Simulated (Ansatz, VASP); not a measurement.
# AlB2P3 in VASP and in Ansatz

File INCAR:

```
SYSTEM = AlB2P3
PREC = Accurate ; ENCUT = 600
EDIFF = 1E-6 ; ISMEAR = 0
SIGMA = 0.1 ; LREAL = .FALSE.
LASPH = .TRUE. ; NELM = 100
ALGO = Normal ; ISIF = 3
LWAVE = .FALSE. ; LCHARG = .FALSE.
GGA = PE ; IBRION = 2
NSW = 100 ; EDIFFG = -0.01
```

Contents of KPOINTS:

```
Automatic mesh
0
G
  12 12 12
  0 0 0
```

POSCAR

```
AlB2P3
1.0
    2.4451017833      1.4116801728      4.3115168787
   -2.4451017833      1.4116801728      4.3115168787
    0.0000000000     -2.8233603456      4.3115168787
Al B P
1 2 3
Direct
    0.0000000000      0.0000000000      0.0000000000
    0.7166157501      0.7166157501      0.7166157501
    0.2833842499      0.2833842499      0.2833842499
    0.0000000000      0.5000000000      0.0000000000
    0.5000000000      0.0000000000      0.0000000000
    0.0000000000      0.0000000000      0.5000000000
```

Input for Ansatz:

```yaml
crystal:
  lattice:
    - [2.4451017833, 1.4116801728, 4.3115168787]
    - [-2.4451017833, 1.4116801728, 4.3115168787]
    - [0.0, -2.8233603456, 4.3115168787]
  atoms:
    - { symbol: Al, position: [0.0, 0.0, 0.0] }
    - { symbol: B, position: [0.7166157501, 0.7166157501, 0.7166157501] }
    - { symbol: B, position: [0.2833842499, 0.2833842499, 0.2833842499] }
    - { symbol: P, position: [0.0, 0.5, 0.0] }
    - { symbol: P, position: [0.5, 0.0, 0.0] }
    - { symbol: P, position: [0.0, 0.0, 0.5] }
basis:
  ecutwfc: 420
kpoints:
  mp_grid: { grid: [12, 12, 12] }
hamiltonian:
  xc: pbe
scf:
  occupations: { method: gaussian, width: 0.1 }
output:
  forces: true
  stress: true
  eigenvalues: true
  write_density: true
  write_potential: true
  elf: true
  volumetric_format: npy
relax:
  adjacent_minimum: "off"
  f_tol: 0.01
  max_steps: 80
  cell: { stress_tol: 0.05 }
```

Change from the starting cell: species swapped into the Dy2Al3Co type (R-3m, No. 166).

Alike in both runs: task relaxation of cell and atoms; functional PBE; k mesh 12 × 12 × 12; occupations gaussian, width 0.1 eV; no spin polarisation.

```csv
,VASP,Ansatz
version,VASP 6.6.1,Ansatz 0.2.0
potentials or method,"VASP PAW PBE potentials, release 64 (Al, B, P), cutoff 600 eV","scalar-relativistic, plane waves, PAW"
valence electrons in the cell,24,24
```

```csv
,VASP,Ansatz,Ansatz less VASP
"gap on the k mesh at the Fermi level, each at its own relaxed structure (eV)",none,none,-
relaxed volume (Å³/atom),14.93,15.02,+0.084
relaxed length of the cell vector where the two differ most in proportion (Å),5.158,5.164,+0.0065
```

A gap of «none» marks a metal or a gap that the smearing closes.
